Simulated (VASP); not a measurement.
Here is a VASP 6.6.1 calculation.

The input INCAR:

```
PREC = Accurate ; ENCUT = 520
EDIFF = 1E-6 ; ISMEAR = -1
SIGMA = 0.05 ; LREAL = F
LASPH = T ; NELM = 80
ALGO = Normal ; ISIF = 2
LWAVE = F ; LCHARG = T
GGA = PS ; LELF = T
LVHAR = T ; NBANDS = 18
```

Contents of KPOINTS:

```
regular mesh
0
Gamma
  7 7 4
```

File POSCAR:

```
LiCl
1.0
    3.9248800000      0.0000000000      0.0000000000
   -1.9624400000      3.3990500000      0.0000000000
    0.0000000000      0.0000000000      6.3571600000
Li Cl
2 2
Direct
    0.6666666667      0.3333333333      0.8760200000
    0.3333333333      0.6666666667      0.3760200000
    0.6666666667      0.3333333333      0.4989800000
    0.3333333333      0.6666666667      0.9989800000
```

Potentials or basis: VASP PAW PBE potentials, release 64 (Li_sv, Cl).

Command:

```bash
$ cat potpaw_PBE.64/Li_sv/POTCAR potpaw_PBE.64/Cl/POTCAR > POTCAR
$ mpirun -np 1 vasp_std > vasp.out
```

Problem. Estimate the band gap on the k mesh.

Solution. 5.74 eV, direct.

Problem. What does it give for the largest force?

Solution. 0.017 eV/Å.

Forces on the atoms (eV/Å):
```
Li   0.000  0.000  0.017
Li   0.000  0.000  0.017
Cl   0.000  0.000 -0.017
Cl   0.000  0.000 -0.017
```

Caveat: the PAW data sets were made with another functional, which shifts forces and pressure a little. A k mesh can miss the band edges.
